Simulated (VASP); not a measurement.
Here is a VASP 6.6.1 calculation.

INCAR

```
PREC     = Accurate       # precision mode
ENCUT    = 520            # plane-wave cutoff, eV
EDIFF    = 1E-6           # SCF threshold, eV
ISMEAR   = 0              # smearing method
SIGMA    = 0.05           # smearing width, eV
LREAL    = False          # projectors in reciprocal space
LASPH    = True           # aspherical terms in the spheres
NELM     = 100            # most SCF steps
ALGO     = Normal         # electronic algorithm
ISIF     = 2              # what is computed and relaxed
LWAVE    = False          # write WAVECAR
LCHARG   = True           # write CHGCAR
LELF     = True           # ELF
LVHAR    = True         
NBANDS   = 16             # bands
```

KPOINTS

```
regular mesh
0
Gamma
  10 10 10
```

File POSCAR:

```
CaC2
1.0
   -1.9826560644      1.9826560644      3.0420056804
    1.9826560644     -1.9826560644      3.0420056804
    1.9826560644      1.9826560644     -3.0420056804
Ca C
1 2
Direct
    0.0000000000      0.0000000000      0.0000000000
    0.5978927200      0.5978927200      0.0000000000
    0.4021072800      0.4021072800      0.0000000000
```

Potentials or basis: VASP PAW LDA potentials, release 64 (Ca_sv, C).

Command:

```sh
$ cat potpaw_LDA.64/Ca_sv/POTCAR potpaw_LDA.64/C/POTCAR > POTCAR
$ mpirun -np 1 vasp_std > vasp.out
```

**Question.** Predict the band gap on the k mesh.

**Answer.** 1.57 eV, indirect (least direct gap 2.61 eV).

**Question.** Estimate the pressure.

**Answer.** 5.5 GPa.

**Question.** What does it give for the largest force?

**Answer.** 5.697 eV/Å.

Forces on the atoms (eV/Å):
```
Ca   0.000  0.000  0.000
C    0.000  0.000  5.697
C    0.000  0.000 -5.697
```

Caveat: the cell differs from its parent crystal (strain +0.025 along x and y, -0.050 along z); forces of over 1 eV/Å act on the atoms, so gaps and moduli don't describe the material at rest. A k mesh can miss the band edges.
